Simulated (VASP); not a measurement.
# Y2Zr (Fm-3m) in VASP: further runs, part 2 of 3

VASP 6.6.1. Earlier steps stand in the parts before.

### 3 Relaxation of cell and atoms, PBE

This run uses another cell than the first one, of 22.74 Å³/atom.

Contents of INCAR:

```
SYSTEM = Y2Zr
PREC = Accurate
ENCUT = 600
EDIFF = 1E-7
ISMEAR = 0
SIGMA = 0.1
LREAL = .FALSE.
LASPH = .TRUE.
NELM = 60
ALGO = Normal
ISIF = 3
LWAVE = .FALSE.
LCHARG = .FALSE.
GGA = PE
IBRION = 2
NSW = 90
EDIFFG = -0.04
```

Contents of KPOINTS:

```
Automatic mesh
0
G
  4 4 4
  0 0 0
```

Contents of POSCAR:

```
Y2Zr
1.0
    0.0000000000      3.2428645903      3.2428645903
    3.2428645903      0.0000000000      3.2428645903
    3.2428645903      3.2428645903      0.0000000000
Y Zr
2 1
Direct
    0.2500000000      0.2500000000      0.2500000000
    0.7500000000      0.7500000000      0.7500000000
    0.0000000000      0.0000000000      0.0000000000
```

Potentials or basis: VASP PAW PBE potentials, release 64 (Y_sv, Zr_sv).

Run with:

```console
> cat potpaw_PBE.64/Y_sv/POTCAR potpaw_PBE.64/Zr_sv/POTCAR > POTCAR
> mpirun -np 1 vasp_std > vasp.out
```

OUTCAR:

```text
SYSTEM = Y2Zr
   PREC = Accurate
   ENCUT = 600
   EDIFF = 1E-7
   ISMEAR = 0
   LREAL = .FALSE.
   LASPH = .TRUE.
   NELM = 60
   ISIF = 3
   GGA = PE
   IBRION = 2
   NSW = 90
   EDIFFG = -0.04

 ion  position               nearest neighbor table
   1  0.250  0.250  0.250-   3 2.81   3 2.81   3 2.81   3 2.81   2 3.24   2 3.24   2 3.24   2 3.24
                             2 3.24   2 3.24
   2  0.750  0.750  0.750-   3 2.81   3 2.81   3 2.81   3 2.81   1 3.24   1 3.24   1 3.24   1 3.24
                             1 3.24   1 3.24
   3  0.000  0.000  0.000-   2 2.81   2 2.81   2 2.81   1 2.81   2 2.81   1 2.81   1 2.81   1 2.81

  LATTYP: Found a face centered cubic cell.
 ALAT       =     6.4857291806

  Lattice vectors:

 A1 = (   0.0000000000,   3.2428645903,   3.2428645903)
 A2 = (   3.2428645903,   0.0000000000,   3.2428645903)
 A3 = (   3.2428645903,   3.2428645903,   0.0000000000)

Analysis of symmetry for initial positions (statically):
=====================================================================
 Subroutine PRICEL returns:
 Original cell was already a primitive cell.

 Routine SETGRP: Setting up the symmetry group for a
 face centered cubic supercell.

 Subroutine GETGRP returns: Found 48 space group operations
 (whereof 48 operations were pure point group operations)
 out of a pool of 48 trial point group operations.

The static configuration has the point symmetry O_h .

Analysis of symmetry for dynamics (positions and initial velocities):
=====================================================================
 Subroutine PRICEL returns:
 Original cell was already a primitive cell.

 Routine SETGRP: Setting up the symmetry group for a
 face centered cubic supercell.

 Subroutine GETGRP returns: Found 48 space group operations
 (whereof 48 operations were pure point group operations)
 out of a pool of 48 trial point group operations.

The dynamic configuration has the point symmetry O_h .

 Subroutine INISYM returns: Found 48 space group operations
 (whereof 48 operations are pure point group operations),
 and found     1 'primitive' translations

----------------------------------------------------------------------------------------

                                     Primitive cell

  volume of cell :      68.2050

  direct lattice vectors                    reciprocal lattice vectors
     0.000000000  3.242864590  3.242864590    -0.154184668  0.154184668  0.154184668
     3.242864590  0.000000000  3.242864590     0.154184668 -0.154184668  0.154184668
     3.242864590  3.242864590  0.000000000     0.154184668  0.154184668 -0.154184668

  length of vectors
     4.586103085  4.586103085  4.586103085     0.267055679  0.267055679  0.267055679

  position of ions in fractional coordinates (direct lattice)
     0.250000000  0.250000000  0.250000000
     0.750000000  0.750000000  0.750000000
     0.000000000  0.000000000  0.000000000

  ion indices of the primitive-cell ions
   primitive index   ion index
                 1           1
                 2           2
                 3           3

----------------------------------------------------------------------------------------

 KPOINTS: Automatic mesh

Automatic generation of k-mesh.
 Grid dimensions read from file:
 generate k-points for:    4    4    4

 Generating k-lattice:

  Cartesian coordinates                     Fractional coordinates (reciprocal lattice)
    -0.038546167  0.038546167  0.038546167     0.250000000  0.000000000  0.000000000
     0.038546167 -0.038546167  0.038546167     0.000000000  0.250000000  0.000000000
     0.038546167  0.038546167 -0.038546167     0.000000000  0.000000000  0.250000000

  Length of vectors
     0.066763920  0.066763920  0.066763920

  Shift w.r.t. Gamma in fractional coordinates (k-lattice)
     0.000000000  0.000000000  0.000000000

 Subroutine IBZKPT returns following result:
 ===========================================

 Found      8 irreducible k-points:

 Following reciprocal coordinates:
            Coordinates               Weight
  0.000000  0.000000  0.000000      1.000000
  0.250000  0.000000  0.000000      8.000000
  0.500000  0.000000  0.000000      4.000000
  0.250000  0.250000  0.000000      6.000000
  0.500000  0.250000  0.000000     24.000000
 -0.250000  0.250000  0.000000     12.000000
  0.500000  0.500000  0.000000      3.000000
 -0.250000  0.500000  0.250000      6.000000
   k-points           NKPTS =      8   k-points in BZ     NKDIM =      8   number of bands    NBANDS=     21
   number of dos      NEDOS =    301   number of ions     NIONS =      3
   total plane-waves  NPLWV =  64000
   dimension x,y,z NGX =    40 NGY =   40 NGZ =   40
   dimension x,y,z NGXF=    80 NGYF=   80 NGZF=   80
   ions per type =               2   1
   NGX,Y,Z   is equivalent  to a cutoff of  14.50, 14.50, 14.50 a.u.
   NGXF,Y,Z  is equivalent  to a cutoff of  29.00, 29.00, 29.00 a.u.
 SYSTEM =  Y2Zr
   PREC   = accura    normal or accurate (medium, high low for compatibility)
   ISTART =      0    job   : 0-new  1-cont  2-samecut
   ICHARG =      2    charge: 1-file 2-atom 10-const
   ISPIN  =      1    spin polarized calculation?
   LNONCOLLINEAR =      F non collinear calculations
   LSORBIT =      F    spin-orbit coupling
   LASPH  =      T    aspherical Exc in radial PAW
   ENCUT  =  600.0 eV  44.10 Ry    6.64 a.u.   9.16  9.16  9.16*2*pi/ulx,y,z
   NELM   =     60;   NELMIN=  2; NELMDL= -5     # of ELM steps
   EDIFF  = 0.1E-06   stopping-criterion for ELM
   LREAL  =      F    real-space projection
   EDIFFG = -.4E-01   stopping-criterion for IOM
   NSW    =     90    number of steps for IOM
   IBRION =      2    ionic relax: 0-MD 1-quasi-New 2-CG
   NFREE  =      1    steps in history (QN), initial steepest desc. (CG)
   ISIF   =      3    stress and relaxation
   ISYM   =      2    0-nonsym 1-usesym 2-fastsym
   POTIM  = 0.5000    time-step for ionic-motion
   TEBEG  =    0.0;   TEEND  =   0.0 temperature during run
   PSTRESS=    0.0 pullay stress
   NELECT =      34.0000    total number of electrons
   NUPDOWN=      -1.0000    fix difference up-down
   EMIN   =  10.00;   EMAX   =-10.00  energy-range for DOS
   EFERMI =   0.00;   METHOD = LEGACY
   ISMEAR =     0;   SIGMA  =   0.10  broadening in eV -4-tet -1-fermi 0-gaus
   EFERMI_NEDOS =   21; number of points for ismear=-14 and -15
   IALGO  =     38    algorithm
   IMIX   =      4    mixing-type and parameters
     AMIX     =   0.40;   BMIX     =  1.00
     AMIX_MAG =   1.60;   BMIX_MAG =  1.00
  volume/ion in A,a.u.               =      22.74       153.42
  Fermi-wavevector in a.u.,A,eV,Ry     =   1.298063  2.452983 22.925363  1.684967
  Thomas-Fermi vector in A             =   2.429415
   LORBIT       =      0    0 simple, 1 ext, 2 COOP (PROOUT), +10 PAW based schemes
   GGA     = PE    functional components
   LHFCALC =     F    Hartree Fock is set to
   AEXX    =    0.0000 exact exchange contribution
   IVDW    =     0    specifies the selected vdW correction
   LEPSILON=     F    determine dielectric tensor
   LRPA    =     F    only Hartree local field effects (RPA)
 conjugate gradient relaxation of ions
 non-spin polarized calculation
 Gauss-broadening in eV      SIGMA  =   0.10
  energy-cutoff  :      600.00
  volume of cell :       68.21
 maximum number of plane-waves:      2284
 NGX is ok and might be reduce to    40
   NGX = 19   NGY = 19   NGZ = 19

--------------------------------------- Ionic step        1  -------------------------------------------

 number of electron      34.0000001 magnetization

 Free energy of the ion-electron system (eV)
  ---------------------------------------------------
  ext. energy  EPLUGINS =         0.00000000
  ---------------------------------------------------
  free energy    TOTEN  =       -16.76545425 eV

  energy without entropy =      -16.71249126  energy(sigma->0) =      -16.73897275

 E-fermi :   5.8666     XC(G=0): -10.8717

 val. band max:        5.8505426207   @ k =   0.2500   0.2500   0.0000
 cond. band min:       5.8823374303   @ k =   0.2500   0.2500   0.0000
 fundamental gap:      0.0317948096
 Fermi energy:         5.8666435778

 k-point     1 :       0.0000    0.0000    0.0000
  band No.  band energies     occupation
      1     -41.8491      2.00000
      2     -35.7443      2.00000
      3     -35.5407      2.00000
      4     -20.2062      2.00000
      5     -20.2062      2.00000
      6     -20.2062      2.00000
[... 252 lines left out ...]
  energy  without entropy=      -18.8299885095  energy(sigma->0) =      -18.84672060

--------------------------------------- Ionic step        3  -------------------------------------------

 number of electron      33.9999999 magnetization

 Free energy of the ion-electron system (eV)
  ---------------------------------------------------
  ext. energy  EPLUGINS =         0.00000000
  ---------------------------------------------------
  free energy    TOTEN  =       -18.93511765 eV

  energy without entropy =      -18.89728211  energy(sigma->0) =      -18.91619988

 E-fermi :   3.3524     XC(G=0):  -9.1926

 val. band max:        3.3014123852   @ k =  -0.2500   0.2500   0.0000
 cond. band min:       3.3566467000   @ k =   0.2500   0.0000   0.0000
 fundamental gap:      0.0552343148
 Fermi energy:         3.3523939795

 k-point     1 :       0.0000    0.0000    0.0000
  band No.  band energies     occupation
      1     -45.2804      2.00000
      2     -39.2056      2.00000
      3     -39.1648      2.00000
      4     -23.3668      2.00000
      5     -23.3668      2.00000
      6     -23.3668      2.00000
[... 211 lines left out ...]
  FREE ENERGIE OF THE ION-ELECTRON SYSTEM (eV)
  ---------------------------------------------------
  free  energy   TOTEN  =       -18.9351176450 eV

  energy  without entropy=      -18.8972821064  energy(sigma->0) =      -18.91619988

 reached required accuracy - stopping structural energy minimisation
```

Run time: 97 s. Hardware: 1 thread of Intel Xeon Platinum 8375C at 2.90GHz (Ice Lake), shared host; peak memory 0.26 GiB.

What came out:

* Free energy: -18.9351 eV
* Relaxed volume: 34.02 Å³/atom
* Relaxed cell: a = 5.246 Å, b = 5.246 Å, c = 5.246 Å, α = 60.00°, β = 60.00°, γ = 60.00°
* Space group after relaxing (to 0.1 Å): Fm-3m (No. 225)
* Energy gained by relaxing: 723.2 meV/atom
* Ionic steps: 3
* Pressure after relaxing: 0.0 GPa
* Band gap on the k mesh: zero (bands 17 and 18 overlap by 0.28 eV)

Step by step:
```csv
step,energy change (eV),largest force (eV/Å),pressure (GPa),volume (Å³)
1,0.0000,0.0000,25.66,68.21
2,-2.0980,0.0000,-2.56,110.82
3,-2.1697,0.0000,0.05,102.07
```

Final structure:
```
Y Zr
1.0
     0.00000    3.70929    3.70929
     3.70929    0.00000    3.70929
     3.70929    3.70929    0.00000
Y Zr
2 1
Direct
  0.25000 0.25000 0.25000
  0.75000 0.75000 0.75000
  0.00000 0.00000 0.00000
```

Levels at points of the mesh, in eV from the Fermi level:
```
           k point  band 12  band 13  band 14  band 15  band 16  band 17  band 18  band 19  band 20  band 21
(0.00, 0.00, 0.00)   -22.43    -4.32    -1.05    -1.05     0.14     0.14     0.14     0.31     0.31     0.31
(0.50, 0.00, 0.00)   -22.52    -2.39    -1.46    -0.41    -0.41    -0.24     0.04     0.04     0.93     0.93
(0.50, 0.50, 0.00)   -22.41    -1.69    -1.55    -1.42    -1.14     0.15     0.15     0.61     1.21     1.97
```

Caveat: the k points lie up to 0.37 Å⁻¹ apart in the final cell; the volume moved by over 15 % at a fixed basis, so the end points are rough.

[end of part 2 of 3]

The gap in the log of VASP goes by the Fermi energy; the results here count the filled bands.